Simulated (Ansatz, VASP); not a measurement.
# GaN in VASP and in Ansatz

```
Ga N
1.0
     0.00000    2.27424    2.24012
     2.27424    0.00000    2.24012
     2.27424    2.27424    0.00000
Ga N
1 1
Direct
  0.00000 0.00000 0.00000
  0.75000 0.75000 0.75000
```

Change from the starting cell: strain +0.000 along x and y, -0.015 along z, atoms carried along.

Alike in both runs: task single point; functional PBE; k mesh 10 × 10 × 10; occupations gaussian, width 0.05 eV; no spin polarisation.

|  | VASP | Ansatz |
| --- | --- | --- |
| version | VASP 6.6.1 | Ansatz 0.2.0 |
| potentials or method | VASP PAW PBE potentials, release 64 (Ga_d, N), cutoff 520 eV | scalar-relativistic, plane waves, PAW |
| valence electrons in the cell | 18 | 18 |

Ansatz gave:

- gap on the k mesh at the Fermi level (eV): 1.59
- least direct gap on the mesh (eV): 1.59
- pressure (GPa): 2.7
- traceless stress, the component that is largest in VASP (GPa): 1.18

Task: Which values does VASP return?

Result: gap on the k mesh at the Fermi level (eV): 1.60; least direct gap on the mesh (eV): 1.60; pressure (GPa): 2.8; traceless stress, the component that is largest in VASP (GPa): 1.18.
